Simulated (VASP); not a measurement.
# SiC (Moissanite 3C) (F-43m) in VASP: notebook

The runs below take SiC (Moissanite 3C) through single point, with revPBE+D3(BJ), BLYP+D4, r2SCAN+rVV10.

Program: VASP 6.6.1. These are calculated values, not measurements. Logs are shortened: lines on timing, memory, paths and dates and some standing lists are left out, and cuts for length are marked.

## Step 1: The cell of the first run

It takes space group F-43m (No. 216, cubic). The conventional cell has a = 4.443 Å, b = 4.443 Å, c = 4.443 Å, α = 90.00°, β = 90.00°, γ = 90.00°. Si (site symmetry -43m) has 4 C at 1.92 Å within 2.6 Å. C (site symmetry -43m) has 4 Si at 1.92 Å within 2.6 Å.

## Step 2: Single point, revPBE+D3(BJ)

The input, INCAR:

```
PREC = Accurate ; ENCUT = 600
EDIFF = 1E-6 ; ISMEAR = -1
SIGMA = 0.05 ; LREAL = F
LASPH = T ; NELM = 120
ALGO = Normal ; ISIF = 2
LWAVE = F ; LCHARG = F
GGA = RE ; IVDW = 12
NBANDS = 11 ; GGA_COMPAT = F
```

The input, KPOINTS:

```
Automatic mesh
0
Gamma
  10 10 10
```

The input, POSCAR:

```
SiC
1.0
    0.0000000000      2.2217363401      2.2217363401
    2.2217363401      0.0000000000      2.2217363401
    2.2217363401      2.2217363401      0.0000000000
Si C
1 1
Direct
    0.0000000000      0.0000000000      0.0000000000
    0.7500000000      0.7500000000      0.7500000000
```

Potentials or basis: VASP PAW PBE potentials, release 64 (Si, C).

On the command line:

```console
$ cat potpaw_PBE.64/Si/POTCAR potpaw_PBE.64/C/POTCAR > POTCAR
$ mpirun -np 1 vasp_std > vasp.out
```

OUTCAR:

```text
PREC = Accurate
   ENCUT = 600
   EDIFF = 1E-6
   ISMEAR = -1
   LREAL = F
   LASPH = T
   NELM = 120
   ISIF = 2
   GGA = RE
   IVDW = 12
 IVDW          = 12

 ion  position               nearest neighbor table
   1  0.000  0.000  0.000-   2 1.92   2 1.92   2 1.92   2 1.92
   2  0.750  0.750  0.750-   1 1.92   1 1.92   1 1.92   1 1.92

  LATTYP: Found a face centered cubic cell.
 ALAT       =     4.4434726802

  Lattice vectors:

 A1 = (   0.0000000000,   2.2217363401,   2.2217363401)
 A2 = (   2.2217363401,   0.0000000000,   2.2217363401)
 A3 = (   2.2217363401,   2.2217363401,   0.0000000000)

Analysis of symmetry for initial positions (statically):
=====================================================================
 Subroutine PRICEL returns:
 Original cell was already a primitive cell.

 Routine SETGRP: Setting up the symmetry group for a
 face centered cubic supercell.

 Subroutine GETGRP returns: Found 24 space group operations
 (whereof 24 operations were pure point group operations)
 out of a pool of 48 trial point group operations.

The static configuration has the point symmetry T_d .

Analysis of symmetry for dynamics (positions and initial velocities):
=====================================================================
 Subroutine PRICEL returns:
 Original cell was already a primitive cell.

 Routine SETGRP: Setting up the symmetry group for a
 face centered cubic supercell.

 Subroutine GETGRP returns: Found 24 space group operations
 (whereof 24 operations were pure point group operations)
 out of a pool of 48 trial point group operations.

The dynamic configuration has the point symmetry T_d .

 Subroutine INISYM returns: Found 24 space group operations
 (whereof 24 operations are pure point group operations),
 and found     1 'primitive' translations

----------------------------------------------------------------------------------------

                                     Primitive cell

  volume of cell :      21.9335

  direct lattice vectors                    reciprocal lattice vectors
     0.000000000  2.221736340  2.221736340    -0.225049206  0.225049206  0.225049206
     2.221736340  0.000000000  2.221736340     0.225049206 -0.225049206  0.225049206
     2.221736340  2.221736340  0.000000000     0.225049206  0.225049206 -0.225049206

  length of vectors
     3.142009664  3.142009664  3.142009664     0.389796660  0.389796660  0.389796660

  position of ions in fractional coordinates (direct lattice)
     0.000000000  0.000000000  0.000000000
     0.750000000  0.750000000  0.750000000

  ion indices of the primitive-cell ions
   primitive index   ion index
                 1           1
                 2           2

----------------------------------------------------------------------------------------

 KPOINTS: Automatic mesh

Automatic generation of k-mesh.
 Grid dimensions read from file:
 generate k-points for:   10   10   10

 Generating k-lattice:

  Cartesian coordinates                     Fractional coordinates (reciprocal lattice)
    -0.022504921  0.022504921  0.022504921     0.100000000  0.000000000  0.000000000
     0.022504921 -0.022504921  0.022504921     0.000000000  0.100000000  0.000000000
     0.022504921  0.022504921 -0.022504921     0.000000000  0.000000000  0.100000000

  Length of vectors
     0.038979666  0.038979666  0.038979666

  Shift w.r.t. Gamma in fractional coordinates (k-lattice)
     0.000000000  0.000000000  0.000000000

 Subroutine IBZKPT returns following result:
 ===========================================

 Found     47 irreducible k-points:

 Following reciprocal coordinates:
            Coordinates               Weight
  0.000000  0.000000  0.000000      1.000000
  0.100000  0.000000  0.000000      8.000000
  0.200000  0.000000  0.000000      8.000000
  0.300000  0.000000  0.000000      8.000000
  0.400000  0.000000  0.000000      8.000000
  0.500000  0.000000  0.000000      4.000000
[... 16 lines left out ...]
  0.300000  0.300000  0.000000      6.000000
  0.400000  0.300000  0.000000     24.000000
 [... further k-points ...]
   k-points           NKPTS =     47   k-points in BZ     NKDIM =     47   number of bands    NBANDS=     11
   number of dos      NEDOS =    301   number of ions     NIONS =      2
   total plane-waves  NPLWV =  21952
   dimension x,y,z NGX =    28 NGY =   28 NGZ =   28
   dimension x,y,z NGXF=    56 NGYF=   56 NGZF=   56
   ions per type =               1   1
   NGX,Y,Z   is equivalent  to a cutoff of  14.81, 14.81, 14.81 a.u.
   NGXF,Y,Z  is equivalent  to a cutoff of  29.63, 29.63, 29.63 a.u.
 SYSTEM =  unknown system
   PREC   = accura    normal or accurate (medium, high low for compatibility)
   ISTART =      0    job   : 0-new  1-cont  2-samecut
   ICHARG =      2    charge: 1-file 2-atom 10-const
   ISPIN  =      1    spin polarized calculation?
   LNONCOLLINEAR =      F non collinear calculations
   LSORBIT =      F    spin-orbit coupling
   LASPH  =      T    aspherical Exc in radial PAW
   ENCUT  =  600.0 eV  44.10 Ry    6.64 a.u.   6.28  6.28  6.28*2*pi/ulx,y,z
   NELM   =    120;   NELMIN=  2; NELMDL= -5     # of ELM steps
   EDIFF  = 0.1E-05   stopping-criterion for ELM
   LREAL  =      F    real-space projection
   EDIFFG = 0.1E-04   stopping-criterion for IOM
   NSW    =      0    number of steps for IOM
   IBRION =     -1    ionic relax: 0-MD 1-quasi-New 2-CG
   NFREE  =      0    steps in history (QN), initial steepest desc. (CG)
   ISIF   =      2    stress and relaxation
   ISYM   =      2    0-nonsym 1-usesym 2-fastsym
   POTIM  = 0.5000    time-step for ionic-motion
   TEBEG  =    0.0;   TEEND  =   0.0 temperature during run
   PSTRESS=    0.0 pullay stress
   NELECT =       8.0000    total number of electrons
   NUPDOWN=      -1.0000    fix difference up-down
   EMIN   =  10.00;   EMAX   =-10.00  energy-range for DOS
   EFERMI =   0.00;   METHOD = LEGACY
   ISMEAR =    -1;   SIGMA  =   0.05  broadening in eV -4-tet -1-fermi 0-gaus
   EFERMI_NEDOS =   21; number of points for ismear=-14 and -15
   IALGO  =     38    algorithm
   IMIX   =      4    mixing-type and parameters
     AMIX     =   0.40;   BMIX     =  1.00
     AMIX_MAG =   1.60;   BMIX_MAG =  1.00
  volume/ion in A,a.u.               =      10.97        74.01
  Fermi-wavevector in a.u.,A,eV,Ry     =   1.169685  2.210384 18.614992  1.368163
  Thomas-Fermi vector in A             =   2.306154
   LORBIT       =      0    0 simple, 1 ext, 2 COOP (PROOUT), +10 PAW based schemes
   GGA     = RE    functional components
   LHFCALC =     F    Hartree Fock is set to
   AEXX    =    0.0000 exact exchange contribution
   IVDW    =    12    specifies the selected vdW correction
   LEPSILON=     F    determine dielectric tensor
   LRPA    =     F    only Hartree local field effects (RPA)
 non-spin polarized calculation
  energy-cutoff  :      600.00
  volume of cell :       21.93
 maximum number of plane-waves:       754
 NGX is ok and might be reduce to    28
   NGX = 13   NGY = 13   NGZ = 13

 number of electron       8.0000000 magnetization

 Free energy of the ion-electron system (eV)
  ---------------------------------------------------
  ext. energy  EPLUGINS =         0.00000000
  ---------------------------------------------------
  free energy    TOTEN  =       -14.43776617 eV

  energy without entropy =      -14.43776616  energy(sigma->0) =      -14.43776616

 E-fermi :   8.2582     XC(G=0): -11.0533

 val. band max:        7.5326906135   @ k =   0.0000   0.0000   0.0000
 cond. band min:       8.9468724719   @ k =   0.5000   0.5000   0.0000
 fundamental gap:      1.4141818583
 Fermi energy:         8.2582178761

 k-point     1 :       0.0000    0.0000    0.0000
  band No.  band energies     occupation
      1      -7.4350      2.00000
      2       7.5327      2.00000
      3       7.5327      2.00000
      4       7.5327      2.00000
      5      13.0980      0.00000
      6      14.4816      0.00000
      7      14.4816      0.00000
      8      14.4816      0.00000
      9      21.6591      0.00000
     10      21.6591      0.00000
     11      23.2728      0.00000

 k-point     2 :       0.1000    0.0000    0.0000
  band No.  band energies     occupation
      1      -7.2489      2.00000
      2       6.5286      2.00000
      3       7.4014      2.00000
      4       7.4014      2.00000
      5      13.4419      0.00000
      6      14.6917      0.00000
      7      14.7162      0.00000
      8      14.7162      0.00000
      9      20.7758      0.00000
     10      20.7758      0.00000
     11      23.3672      0.00000

 k-point     3 :       0.2000    0.0000    0.0000
  band No.  band energies     occupation
      1      -6.6994      2.00000
      2       4.4629      2.00000
      3       7.1002      2.00000
      4       7.1002      2.00000
      5      13.2467      0.00000
      6      15.0831      0.00000
      7      15.0831      0.00000
      8      15.8273      0.00000
      9      20.1362      0.00000
     10      20.1362      0.00000
     11      22.5235      0.00000

 k-point     4 :       0.3000    0.0000    0.0000
  band No.  band energies     occupation
      1      -5.8242      2.00000
      2       2.2383      2.00000
      3       6.7898      2.00000
      4       6.7898      2.00000
      5      12.8471      0.00000
      6      15.0103      0.00000
      7      15.0103      0.00000
      8      16.8716      0.00000
      9      20.8748      0.00000
     10      20.8748      0.00000
     11      22.1905      0.00000

 k-point     5 :       0.4000    0.0000    0.0000
  band No.  band energies     occupation
      1      -4.7552      2.00000
      2       0.2878      2.00000
      3       6.5749      2.00000
      4       6.5749      2.00000
      5      12.5722      0.00000
      6      14.6899      0.00000
      7      14.6899      0.00000
      8      17.2640      0.00000
      9      22.6818      0.00000
     10      22.6818      0.00000
     11      22.7045      0.00000
[... 211 lines left out ...]
 k-point    21 :      -0.3000    0.2000    0.0000
  band No.  band energies     occupation
      1      -4.5348      2.00000
      2       1.2873      2.00000
      3       3.8544      2.00000
      4       6.3890      2.00000
      5      12.9311      0.00000
      6      15.3539      0.00000
      7      15.9667      0.00000
      8      17.3320      0.00000
      9      19.9257      0.00000
     10      22.4298      0.00000
     11      25.9425      0.00000

 k-point    22 :      -0.2000    0.2000    0.0000
  band No.  band energies     occupation
      1      -5.5295      2.00000
      2       2.8147      2.00000
      3       4.4385      2.00000
      4       6.8904      2.00000
      5      13.8130      0.00000
      6      15.0803      0.00000
      7      15.5615      0.00000
      8      16.2755      0.00000
      9      18.8160      0.00000
     10      22.4307      0.00000
     11      26.0098      0.00000

 k-point    23 :       0.3000    0.3000    0.0000
  band No.  band energies     occupation
      1      -5.2740      2.00000
      2       3.1840      2.00000
      3       5.2587      2.00000
      4       5.2587      2.00000
      5      10.6252      0.00000
      6      12.9569      0.00000
      7      18.5484      0.00000
      8      18.5484      0.00000
      9      19.3370      0.00000
     10      24.1355      0.00000
     11      28.5035      0.00000

 k-point    24 :       0.4000    0.3000    0.0000
  band No.  band energies     occupation
      1      -4.4541      2.00000
      2       2.0140      2.00000
      3       4.5059      2.00000
      4       5.0054      2.00000
      5      10.3696      0.00000
      6      12.9569      0.00000
      7      18.5886      0.00000
      8      18.9588      0.00000
      9      20.6977      0.00000
     10      25.0510      0.00000
     11      27.9168      0.00000

 [... further k-points ...]

------------------------ aborting loop because EDIFF is reached ----------------------------------------

 Edisp (eV)   -1.13099

 E8    (eV) :    -0.7413

  FORCE on cell =-STRESS in cart. coord.  units (eV):
  Direction    XX          YY          ZZ          XY          YZ          ZX
  --------------------------------------------------------------------------------------
  -------------------------------------------------------------------------------------
  Total      -2.06216    -2.06216    -2.06216     0.00000     0.00000    -0.00000
  in kB    -150.63514  -150.63514  -150.63514     0.00000     0.00000    -0.00000
  external pressure =     -150.64 kB  Pullay stress =        0.00 kB

 VOLUME and BASIS-vectors are now :
 -----------------------------------------------------------------------------
  energy-cutoff  :      600.00
  volume of cell :       21.93
      direct lattice vectors                 reciprocal lattice vectors
     0.000000000  2.221736340  2.221736340    -0.225049206  0.225049206  0.225049206
     2.221736340  0.000000000  2.221736340     0.225049206 -0.225049206  0.225049206
     2.221736340  2.221736340  0.000000000     0.225049206  0.225049206 -0.225049206

 POSITION                                       TOTAL-FORCE (eV/Angst)
 -----------------------------------------------------------------------------------
      0.00000      0.00000      0.00000        -0.000000     -0.000000      0.000000
      3.33260      3.33260      3.33260         0.000000      0.000000      0.000000
 -----------------------------------------------------------------------------------
    total drift:                                0.000000      0.000000      0.000000

  FREE ENERGIE OF THE ION-ELECTRON SYSTEM (eV)
  ---------------------------------------------------
  free  energy   TOTEN  =       -15.5687522718 eV

  energy  without entropy=      -15.5687522620  energy(sigma->0) =      -15.56875227
```

Wall time 11 s (1 thread of Intel Xeon 6975P-C, shared host); peak memory 0.17 GiB.

Results:

- Free energy: -15.5688 eV
- Pressure: -15.1 GPa
- Band gap on the k mesh: 1.41 eV, indirect (least direct gap 4.48 eV)
- Dispersion energy per atom: -0.565 eV

Caveat: the PAW data sets were made with another functional, which shifts forces and pressure a little.

(Part 1 of 2 ends here.)
